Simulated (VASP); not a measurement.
# Na2N (Fm-3m) in VASP: further runs

Runs on Na2N. Level: PBE. Tasks: single point.

Everything below comes from runs of VASP 6.6.1. Logs are shortened: lines on timing, memory, paths and dates and some standing lists are left out, and cuts for length are marked.

## 1. The cell of the first run

It takes space group Fm-3m (No. 225, cubic). Conventional cell: a = 5.866 Å, b = 5.866 Å, c = 5.866 Å, α = 90.00°, β = 90.00°, γ = 90.00°. Within 3.4 Å of Na (site symmetry -43m) lie 4 N at 2.54 Å and 6 Na at 2.93 Å. Within 3.4 Å of N (site symmetry m-3m) lie 8 Na at 2.54 Å.

The cell was built from a structure type or drawn by symmetry, and may not be a known phase.

## 2. Single point, PBE, collinear spin, ferromagnetic start

Input file INCAR:

```
SYSTEM = Na2N
  ALGO = Normal
  EDIFF = 1E-7
  ENCUT = 520
  GGA = PE
  ISIF = 2
  ISMEAR = 0
  ISPIN = 2
  LASPH = .True.
  LCHARG = .False.
  LORBIT = 11
  LREAL = .False.
  LWAVE = .False.
  MAGMOM = 0 0 1.03
  NBANDS = 20
  NELM = 150
  PREC = Accurate
  SIGMA = 0.1
```

Input file KPOINTS:

```
k-points
0
Gamma
  14 14 14
  0 0 0
```

Input file POSCAR:

```
Na2N
1.0
    0.0000000000      2.9329041017      2.9329041017
    2.9329041017      0.0000000000      2.9329041017
    2.9329041017      2.9329041017      0.0000000000
Na N
2 1
Direct
    0.2500000000      0.2500000000      0.2500000000
    0.7500000000      0.7500000000      0.7500000000
    0.0000000000      0.0000000000      0.0000000000
```

Potentials or basis: VASP PAW PBE potentials, release 64 (Na_pv, N).

The run is started by

```console
$ cat potpaw_PBE.64/Na_pv/POTCAR potpaw_PBE.64/N/POTCAR > POTCAR
$ mpirun -np 1 vasp_std > vasp.out
```

OUTCAR:

```text
SYSTEM = Na2N
   EDIFF = 1E-7
   ENCUT = 520
   GGA = PE
   ISIF = 2
   ISMEAR = 0
   ISPIN = 2
   LASPH = .True.
   LORBIT = 11
   LREAL = .False.
   NELM = 150
   PREC = Accurate

 ion  position               nearest neighbor table
   1  0.250  0.250  0.250-
   2  0.750  0.750  0.750-
   3  0.000  0.000  0.000-

  LATTYP: Found a face centered cubic cell.
 ALAT       =     5.8658082034

  Lattice vectors:

 A1 = (   0.0000000000,   2.9329041017,   2.9329041017)
 A2 = (   2.9329041017,   0.0000000000,   2.9329041017)
 A3 = (   2.9329041017,   2.9329041017,   0.0000000000)

Analysis of symmetry for initial positions (statically):
=====================================================================
 Subroutine PRICEL returns:
 Original cell was already a primitive cell.

 Routine SETGRP: Setting up the symmetry group for a
 face centered cubic supercell.

 Subroutine GETGRP returns: Found 48 space group operations
 (whereof 48 operations were pure point group operations)
 out of a pool of 48 trial point group operations.

The static configuration has the point symmetry O_h .

Analysis of symmetry for dynamics (positions and initial velocities):
=====================================================================
 Subroutine PRICEL returns:
 Original cell was already a primitive cell.

 Routine SETGRP: Setting up the symmetry group for a
 face centered cubic supercell.

 Subroutine GETGRP returns: Found 48 space group operations
 (whereof 48 operations were pure point group operations)
 out of a pool of 48 trial point group operations.

The dynamic configuration has the point symmetry O_h .

Analysis of structural, dynamic, and magnetic symmetry:
=====================================================================
 Subroutine PRICEL returns:
 Original cell was already a primitive cell.

 Routine SETGRP: Setting up the symmetry group for a
 face centered cubic supercell.

 Subroutine GETGRP returns: Found 48 space group operations
 (whereof 48 operations were pure point group operations)
 out of a pool of 48 trial point group operations.

The overall configuration has the point symmetry O_h .

 Subroutine INISYM returns: Found 48 space group operations
 (whereof 48 operations are pure point group operations),
 and found     1 'primitive' translations

----------------------------------------------------------------------------------------

                                     Primitive cell

  volume of cell :      50.4573

  direct lattice vectors                    reciprocal lattice vectors
     0.000000000  2.932904102  2.932904102    -0.170479492  0.170479492  0.170479492
     2.932904102  0.000000000  2.932904102     0.170479492 -0.170479492  0.170479492
     2.932904102  2.932904102  0.000000000     0.170479492  0.170479492 -0.170479492

  length of vectors
     4.147752758  4.147752758  4.147752758     0.295279141  0.295279141  0.295279141

  position of ions in fractional coordinates (direct lattice)
     0.250000000  0.250000000  0.250000000
     0.750000000  0.750000000  0.750000000
     0.000000000  0.000000000  0.000000000

  ion indices of the primitive-cell ions
   primitive index   ion index
                 1           1
                 2           2
                 3           3

----------------------------------------------------------------------------------------

 KPOINTS: k-points

Automatic generation of k-mesh.
 Grid dimensions read from file:
 generate k-points for:   14   14   14

 Generating k-lattice:

  Cartesian coordinates                     Fractional coordinates (reciprocal lattice)
    -0.012177107  0.012177107  0.012177107     0.071428571  0.000000000  0.000000000
     0.012177107 -0.012177107  0.012177107     0.000000000  0.071428571  0.000000000
     0.012177107  0.012177107 -0.012177107     0.000000000  0.000000000  0.071428571

  Length of vectors
     0.021091367  0.021091367  0.021091367

  Shift w.r.t. Gamma in fractional coordinates (k-lattice)
     0.000000000  0.000000000  0.000000000

 Subroutine IBZKPT returns following result:
 ===========================================

 Found    104 irreducible k-points:

 Following reciprocal coordinates:
            Coordinates               Weight
  0.000000  0.000000  0.000000      1.000000
  0.071429  0.000000  0.000000      8.000000
  0.142857  0.000000  0.000000      8.000000
  0.214286  0.000000  0.000000      8.000000
  0.285714  0.000000  0.000000      8.000000
  0.357143  0.000000  0.000000      8.000000
[... 16 lines left out ...]
  0.214286  0.142857  0.000000     24.000000
  0.285714  0.142857  0.000000     24.000000
 [... further k-points ...]
   k-points           NKPTS =    104   k-points in BZ     NKDIM =    104   number of bands    NBANDS=     20
   number of dos      NEDOS =    301   number of ions     NIONS =      3
   total plane-waves  NPLWV =  32768
   dimension x,y,z NGX =    32 NGY =   32 NGZ =   32
   dimension x,y,z NGXF=    64 NGYF=   64 NGZF=   64
   ions per type =               2   1
   NGX,Y,Z   is equivalent  to a cutoff of  12.83, 12.83, 12.83 a.u.
   NGXF,Y,Z  is equivalent  to a cutoff of  25.65, 25.65, 25.65 a.u.
 SYSTEM =  Na2N
   PREC   = accura    normal or accurate (medium, high low for compatibility)
   ISTART =      0    job   : 0-new  1-cont  2-samecut
   ICHARG =      2    charge: 1-file 2-atom 10-const
   ISPIN  =      2    spin polarized calculation?
   LNONCOLLINEAR =      F non collinear calculations
   LSORBIT =      F    spin-orbit coupling
   LASPH  =      T    aspherical Exc in radial PAW
   ENCUT  =  520.0 eV  38.22 Ry    6.18 a.u.   7.71  7.71  7.71*2*pi/ulx,y,z
   NELM   =    150;   NELMIN=  2; NELMDL= -5     # of ELM steps
   EDIFF  = 0.1E-06   stopping-criterion for ELM
   LREAL  =      F    real-space projection
   EDIFFG = 0.1E-05   stopping-criterion for IOM
   NSW    =      0    number of steps for IOM
   IBRION =     -1    ionic relax: 0-MD 1-quasi-New 2-CG
   NFREE  =      0    steps in history (QN), initial steepest desc. (CG)
   ISIF   =      2    stress and relaxation
   ISYM   =      2    0-nonsym 1-usesym 2-fastsym
   POTIM  = 0.5000    time-step for ionic-motion
   TEBEG  =    0.0;   TEEND  =   0.0 temperature during run
   PSTRESS=    0.0 pullay stress
   NELECT =      19.0000    total number of electrons
   NUPDOWN=      -1.0000    fix difference up-down
   EMIN   =  10.00;   EMAX   =-10.00  energy-range for DOS
   EFERMI =   0.00;   METHOD = LEGACY
   ISMEAR =     0;   SIGMA  =   0.10  broadening in eV -4-tet -1-fermi 0-gaus
   EFERMI_NEDOS =   21; number of points for ismear=-14 and -15
   IALGO  =     38    algorithm
   IMIX   =      4    mixing-type and parameters
     AMIX     =   0.40;   BMIX     =  1.00
     AMIX_MAG =   1.60;   BMIX_MAG =  1.00
  volume/ion in A,a.u.               =      16.82       113.50
  Fermi-wavevector in a.u.,A,eV,Ry     =   1.182183  2.234003 19.014924  1.397557
  Thomas-Fermi vector in A             =   2.318442
   LORBIT       =     11    0 simple, 1 ext, 2 COOP (PROOUT), +10 PAW based schemes
   GGA     = PE    functional components
   LHFCALC =     F    Hartree Fock is set to
   AEXX    =    0.0000 exact exchange contribution
   IVDW    =     0    specifies the selected vdW correction
   LEPSILON=     F    determine dielectric tensor
   LRPA    =     F    only Hartree local field effects (RPA)
 spin polarized calculation
 Gauss-broadening in eV      SIGMA  =   0.10
  energy-cutoff  :      520.00
  volume of cell :       50.46
 maximum number of plane-waves:      1381
   NGX = 15   NGY = 15   NGZ = 15

 number of electron      19.0000008 magnetization       1.0000010

 Free energy of the ion-electron system (eV)
  ---------------------------------------------------
  ext. energy  EPLUGINS =         0.00000000
  ---------------------------------------------------
  free energy    TOTEN  =        -9.54538373 eV

  energy without entropy =       -9.53033977  energy(sigma->0) =       -9.53786175

 E-fermi :   1.0004     XC(G=0):  -8.4412

 val. band max:        0.9962255822   @ k =   0.3571   0.2857   0.0714
 cond. band min:       1.0013189791   @ k =   0.4286   0.2857   0.0000
 fundamental gap:      0.0050933969
 Fermi energy:         1.0004409404

 spin component 1

 k-point     1 :       0.0000    0.0000    0.0000
  band No.  band energies     occupation
      1     -22.0979      1.00000
      2     -22.0979      1.00000
      3     -22.0979      1.00000
      4     -21.9644      1.00000
      5     -21.9644      1.00000
      6     -21.9644      1.00000
[... 12 lines left out ...]
     19      12.8075      0.00000
     20      16.8925      0.00000
[... 507 lines left out ...]
 k-point    24 :       0.2857    0.1429    0.0000
  band No.  band energies     occupation
      1     -22.1045      1.00000
      2     -22.1023      1.00000
      3     -22.0440      1.00000
      4     -22.0353      1.00000
      5     -21.9671      1.00000
      6     -21.9650      1.00000
[... 12 lines left out ...]
     19      15.5187      0.00000
     20      18.6710      0.00000

 [... further k-points ...]

 spin component 2

 k-point     1 :       0.0000    0.0000    0.0000
  band No.  band energies     occupation
      1     -22.1011      1.00000
      2     -22.1011      1.00000
      3     -22.1011      1.00000
      4     -21.9664      1.00000
      5     -21.9664      1.00000
      6     -21.9664      1.00000
[... 12 lines left out ...]
     19      12.8141      0.00000
     20      16.4399      0.00000
[... 507 lines left out ...]
 k-point    24 :       0.2857    0.1429    0.0000
  band No.  band energies     occupation
      1     -22.1072      1.00000
      2     -22.1052      1.00000
      3     -22.0452      1.00000
      4     -22.0381      1.00000
      5     -21.9692      1.00000
      6     -21.9671      1.00000
[... 12 lines left out ...]
     19      15.5670      0.00000
     20      18.8747      0.00000

 [... further k-points ...]

------------------------ aborting loop because EDIFF is reached ----------------------------------------

  FORCE on cell =-STRESS in cart. coord.  units (eV):
  Direction    XX          YY          ZZ          XY          YZ          ZX
  --------------------------------------------------------------------------------------
  -------------------------------------------------------------------------------------
  Total        0.0080636      0.0080636      0.0080636      0.0000000      0.0000000     -0.0000000
  in kB        0.2560448      0.2560448      0.2560448      0.0000000      0.0000000     -0.0000000
  external PRESSURE =       0.2560448 kB  Pullay stress =       0.0000000 kB

 VOLUME and BASIS-vectors are now :
 -----------------------------------------------------------------------------
  energy-cutoff  :      520.00
  volume of cell :       50.46
      direct lattice vectors                 reciprocal lattice vectors
     0.000000000  2.932904102  2.932904102    -0.170479492  0.170479492  0.170479492
     2.932904102  0.000000000  2.932904102     0.170479492 -0.170479492  0.170479492
     2.932904102  2.932904102  0.000000000     0.170479492  0.170479492 -0.170479492

 POSITION                                       TOTAL-FORCE (eV/Angst)
 -----------------------------------------------------------------------------------
      1.46645      1.46645      1.46645        -0.000000     -0.000000     -0.000000
      4.39936      4.39936      4.39936         0.000000      0.000000      0.000000
      0.00000      0.00000      0.00000         0.000000      0.000000      0.000000
 -----------------------------------------------------------------------------------
    total drift:                               -0.000000     -0.000000      0.000000

  FREE ENERGIE OF THE ION-ELECTRON SYSTEM (eV)
  ---------------------------------------------------
  free  energy   TOTEN  =        -9.5453837344 eV

  energy  without entropy=       -9.5303397703  energy(sigma->0) =       -9.53786175

 total charge

# of ion       s       p       d       tot
------------------------------------------
    1        0.087   5.994   0.000   6.081
    2        0.087   5.994   0.000   6.081
    3        1.277   2.199   0.000   3.476
--------------------------------------------------
tot          1.451  14.187   0.000  15.638

 magnetization (x)

# of ion       s       p       d       tot
------------------------------------------
    1       -0.011   0.003   0.000  -0.008
    2       -0.011   0.003   0.000  -0.008
    3        0.015   0.664   0.000   0.679
--------------------------------------------------
tot         -0.007   0.671   0.000   0.663
```

Wall time 2.6 min (1 thread of Intel Xeon Platinum 8488C (Sapphire Rapids), shared host); peak memory 0.29 GiB.

What came out:

```
Free energy                                           : -9.5454 eV
Pressure                                              : 0.0 GPa
Band gap on the k mesh                                : zero (filled and empty bands overlap)
Net moment                                            : 1.00 μB per cell
Site moments                                          : Na -0.01; N +0.68 μB
Valence electrons inside the program's atomic spheres : Na 6.08; N 3.48
```

## 3. Single point, PBE, collinear spin, ferromagnetic start

Input file INCAR:

```
SYSTEM = Na2N
PREC = Accurate ; ENCUT = 520
EDIFF = 1E-7 ; ISMEAR = 0
SIGMA = 0.1 ; LREAL = .FALSE.
LASPH = .TRUE. ; NELM = 150
ALGO = Fast ; ISIF = 2
LWAVE = .FALSE. ; LCHARG = .FALSE.
ISPIN = 2 ; MAGMOM = 0 0 1.01
LORBIT = 11 ; GGA = PE
NBANDS = 20
```

Input file KPOINTS:

```
regular mesh
0
G
  14 14 14
  0 0 0
```

POSCAR is that of step 2.

Potentials or basis: VASP PAW PBE potentials, release 64 (Na_pv, N).

The run is started by

```console
$ cat potpaw_PBE.64/Na_pv/POTCAR potpaw_PBE.64/N/POTCAR > POTCAR
$ mpirun -np 1 vasp_std > vasp.out
```

It took 2.9 min on 1 thread of Intel Xeon Platinum 8488C (Sapphire Rapids), shared host; peak memory 0.28 GiB.

The run converged. Its results:

```
Free energy                                           : -9.5454 eV
Pressure                                              : 0.0 GPa
Band gap on the k mesh                                : zero (filled and empty bands overlap)
Net moment                                            : 1.00 μB per cell
Site moments                                          : Na -0.01; N +0.68 μB
Valence electrons inside the program's atomic spheres : Na 6.08; N 3.48
```

Levels at points of the mesh, in eV from the Fermi level:
Spin up:
```csv
k point,band 8,band 9,band 10,band 11,band 12,band 13
"(0.00, 0.00, 0.00)",-0.91,-0.91,-0.91,1.19,10.10,10.10
"(0.50, 0.00, 0.00)",-2.41,-0.98,-0.98,4.91,5.04,8.56
"(0.50, 0.50, 0.00)",-2.19,-1.23,-1.23,3.44,7.32,7.83
```
Spin down:
| k point | band 5 | band 6 | band 7 | band 8 | band 9 | band 10 | band 11 | band 12 | band 13 | band 14 |
| --- | --- | --- | --- | --- | --- | --- | --- | --- | --- | --- |
| (0.00, 0.00, 0.00) | -22.97 | -22.97 | -11.18 | 0.31 | 0.31 | 0.31 | 1.20 | 10.14 | 10.14 | 10.14 |
| (0.50, 0.00, 0.00) | -23.04 | -23.04 | -10.86 | -1.68 | 0.23 | 0.23 | 5.01 | 5.35 | 8.52 | 8.52 |
| (0.50, 0.50, 0.00) | -22.95 | -22.93 | -10.76 | -1.31 | -0.11 | -0.11 | 3.18 | 7.86 | 7.86 | 9.73 |
